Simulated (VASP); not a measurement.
Input of a VASP 6.6.1 run:

Contents of INCAR:

```
ALGO = Normal ; EDIFF = 1E-6
ENCUT = 520 ; GGA = PS
ISIF = 2 ; ISMEAR = -1
LASPH = True ; LCHARG = False
LREAL = False ; LWAVE = False
NBANDS = 14 ; NELM = 100
PREC = Accurate ; SIGMA = 0.05
```

The input KPOINTS:

```
k-points
0
Gamma
  12 12 12
```

File POSCAR:

```
Rh
1.0
    0.0000000000      1.8385856720      1.8385856720
    1.8385856720      0.0000000000      1.8385856720
    1.8385856720      1.8385856720      0.0000000000
Rh
1
Direct
    0.0000000000      0.0000000000      0.0000000000
```

Potentials or basis: VASP PAW PBE potentials, release 64 (Rh_pv).

Run with:

```sh
$ cat potpaw_PBE.64/Rh_pv/POTCAR > POTCAR
$ mpirun -np 1 vasp_std > vasp.out
```

**Question.** Estimate the pressure.

**Answer.** 29.9 GPa.

Caveat: the PAW data sets were made with another functional, which shifts forces and pressure a little.
